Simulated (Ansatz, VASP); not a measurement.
# MgH2: VASP beside Ansatz

```
Mg H
1.0
     2.41940   -2.42809    0.00000
     2.41940    2.42809    0.00000
     0.00000    0.00000    4.72544
Mg H
2 4
Cartesian
  2.4194 -1.2107 3.9292
  2.4194 1.2107 1.5665
  1.2184 -0.2354 0.3978
  3.6204 0.2354 2.7606
  1.2184 0.2354 2.7606
  3.6204 -0.2354 0.3978
```

Alike in both runs: functional PBE; k mesh 6 × 6 × 4; occupations gaussian, width 0.1 eV; no spin polarisation.

Ansatz relaxed the structure, and its values are those at the end. VASP's run is a single point on that final structure, the one shown.

```csv
,VASP,Ansatz
version,VASP 6.6.1,Ansatz 0.2.0
potentials or method,"VASP PAW PBE potentials, release 64 (Mg, H), cutoff 520 eV","scalar-relativistic, plane waves, PAW"
valence electrons in the cell,8,24
```

```tsv
	VASP	Ansatz	Ansatz less VASP
gap on the k mesh at the Fermi level (eV)	none	none	-
pressure (GPa)	-0.4	0.0	+0.36
rms of the force components (eV/Å)	0.017	0.017	0.0000
```

A gap of «none» marks a metal or a gap that the smearing closes. The functional is the same, so the differences come from potentials, cutoffs and numerics. VASP's potentials hold 8 valence electrons a cell and Ansatz's 24, so a difference there can come from the potentials and not from the codes.
